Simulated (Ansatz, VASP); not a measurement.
**Two plane-wave programs on NaI**

The input INCAR:

```
PREC = Accurate
ENCUT = 520
EDIFF = 1E-6
ISMEAR = 0
SIGMA = 0.05
LREAL = False
LASPH = True
NELM = 80
ALGO = Normal
ISIF = 2
LWAVE = False
LCHARG = False
GGA = PE
NBANDS = 14
```

Contents of KPOINTS:

```
Automatic mesh
0
Gamma
  6 6 6
```

File POSCAR:

```
NaI
1.0
    0.0000000000      3.2364000000      3.2364000000
    3.2364000000      0.0000000000      3.2364000000
    3.2364000000      3.2364000000      0.0000000000
Na I
1 1
Direct
    0.0000000000      0.0000000000      0.0000000000
    0.4691014708      0.4691014708      0.5308985292
```

Input for Ansatz:

```yaml
crystal:
  lattice:
    - [0.0, 3.2364, 3.2364]
    - [3.2364, 0.0, 3.2364]
    - [3.2364, 3.2364, 0.0]
  atoms:
    - { symbol: Na, position: [0.0, 0.0, 0.0] }
    - { symbol: I, position: [0.4691014708, 0.4691014708, 0.5308985292] }
basis:
  ecutwfc: 420
kpoints:
  mp_grid: { grid: [6, 6, 6] }
hamiltonian:
  xc: pbe
scf:
  occupations: { method: gaussian, width: 0.05 }
output:
  forces: true
  stress: true
  eigenvalues: true
  write_density: true
  write_potential: true
  elf: true
  volumetric_format: npy
```

Change from the starting cell: all I atoms moved -0.200 Å, as atom 2 along Cartesian [0 0 1].

Alike in both runs: task single point; functional PBE; k mesh 6 × 6 × 6; occupations gaussian, width 0.05 eV; no spin polarisation.

|  | VASP | Ansatz |
| --- | --- | --- |
| version | VASP 6.6.1 | Ansatz 0.2.0 |
| potentials or method | VASP PAW PBE potentials, release 64 (Na_pv, I), cutoff 520 eV | scalar-relativistic, plane waves, PAW |
| valence electrons in the cell | 14 | 26 |

```tsv
	VASP	Ansatz	Ansatz less VASP
gap on the k mesh at the Fermi level (eV)	3.65	3.65	+0.004
least direct gap on the mesh (eV)	3.65	3.65	+0.004
pressure (GPa)	0.7	0.6	-0.02
traceless stress, the component that is largest in VASP (GPa)	0.52	0.51	-0.004
rms of the force components (eV/Å)	0.120	0.119	-0.0010
```

Atom by atom the forces differ by 0.001 eV/Å (rms over components). VASP's potentials hold 14 valence electrons a cell and Ansatz's 26, so a difference there can come from the potentials and not from the codes.

Spin-orbit coupling is off throughout.
